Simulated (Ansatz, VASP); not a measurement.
Two plane-wave programs on Cu

POSCAR

```
Cu
1.0
    2.5674438712      0.0000000000      0.0000000000
   -1.2837219356      2.2234716153      0.0000000000
    0.0000000000      0.0000000000      4.1666899825
Cu
2
Direct
    0.6666666667      0.3333333333      0.7500000000
    0.3333333333      0.6666666667      0.2500000000
```

Contents of INCAR.step1:

```
PREC = Accurate
ENCUT = 520
EDIFF = 1E-5
ISMEAR = -1
SIGMA = 0.05
LREAL = F
LASPH = T
NELM = 100
ALGO = Normal
ISIF = 2
LWAVE = T
LCHARG = F
GGA = PE
NBANDS = 18
```

INCAR.step2

```
PREC = Accurate
ENCUT = 520
EDIFF = 1E-6
ISMEAR = -1
SIGMA = 0.05
LREAL = F
LASPH = T
NELM = 100
ALGO = Normal
ISIF = 2
LWAVE = F
LCHARG = F
GGA = PE
LHFCALC = T
AEXX = 0.25
PRECFOCK = Normal
ISTART = 1
NBANDS = 18
```

The input KPOINTS:

```
Automatic mesh
0
Gamma
  6 6 4
```

Contents of input.yaml:

```yaml
crystal:
  lattice:
    - [2.5674438712, 0.0, 0.0]
    - [-1.2837219356, 2.2234716153, 0.0]
    - [0.0, 0.0, 4.1666899825]
  atoms:
    - { symbol: Cu, position: [0.6666666667, 0.3333333333, 0.75] }
    - { symbol: Cu, position: [0.3333333333, 0.6666666667, 0.25] }
hamiltonian:
  xc: pbe0
  pseudopotentials: { kind: paw }
kpoints:
  mp_grid: { grid: [6, 6, 4] }
scf:
  occupations: { method: fermi_dirac, width: 0.05 }
output:
  forces: true
  stress: true
  eigenvalues: true
  write_density: true
  write_potential: true
  elf: true
  volumetric_format: npy
```

Alike in both runs: task single point; functional PBE0; k mesh 6 × 6 × 4; occupations fermi-dirac, width 0.05 eV; no spin polarisation.

|  | VASP | Ansatz |
| --- | --- | --- |
| version | VASP 6.6.1 | Ansatz 0.2.0 |
| potentials or method | VASP PAW PBE potentials, release 64 (Cu) | Ansatz PAW |
| plane-wave cutoff (eV) | 520 | 420 |
| valence electrons in the cell | 22 | 38 |

|  | VASP | Ansatz | Ansatz less VASP |
| --- | --- | --- | --- |
| gap on the k mesh at the Fermi level (eV) | none | none | - |
| pressure (GPa) | 2.2 | 2.2 | +0.04 |
| traceless stress, the component that is largest in VASP (GPa) | -1.91 | -1.87 | +0.037 |

A gap of «none» marks a metal or a gap that the smearing closes. The functional is the same, so the differences come from potentials, cutoffs and numerics. VASP's potentials hold 22 valence electrons a cell and Ansatz's 38, so a difference there can come from the potentials and not from the codes.

The k mesh is coarse, so the values compare programs but aren't converged.
